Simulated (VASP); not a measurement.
Input of a VASP 6.6.1 run:

File INCAR:

```
PREC = Accurate
ENCUT = 520
EDIFF = 1E-6
ISMEAR = -1
SIGMA = 0.01
LREAL = False
LASPH = True
NELM = 100
ALGO = Normal
ISIF = 2
LWAVE = False
LCHARG = False
GGA = PS
NBANDS = 16
```

KPOINTS

```
regular mesh
0
Gamma
  6 6 4
```

POSCAR

```
MgO
1.0
    3.4509429213      0.0000000000      0.0000000000
   -1.7254714607      2.9886042369      0.0000000000
    0.0000000000      0.0000000000      4.1495473429
Mg O
2 2
Direct
    0.6666666667      0.3333333333      0.7500000000
    0.3333333333      0.6666666667      0.2500000000
    0.6666666667      0.3333333333      0.2500000000
    0.3333333333      0.6666666667      0.7500000000
```

Potentials or basis: VASP PAW PBE potentials, release 64 (Mg, O).

Launch:

```sh
$ cat potpaw_PBE.64/Mg/POTCAR potpaw_PBE.64/O/POTCAR > POTCAR
$ mpirun -np 1 vasp_std > vasp.out
```

Question: What does it give for the pressure?

Answer: 4.7 GPa.

Question: Predict the band gap on the k mesh.

Answer: 3.45 eV.

Stress tensor (GPa, compression positive):
```
4.70 0.00 0.00
0.00 4.70 0.00
0.00 0.00 4.58
```

Caveat: the cell stands under pressure; the PAW data sets were made with another functional, which shifts forces and pressure a little.
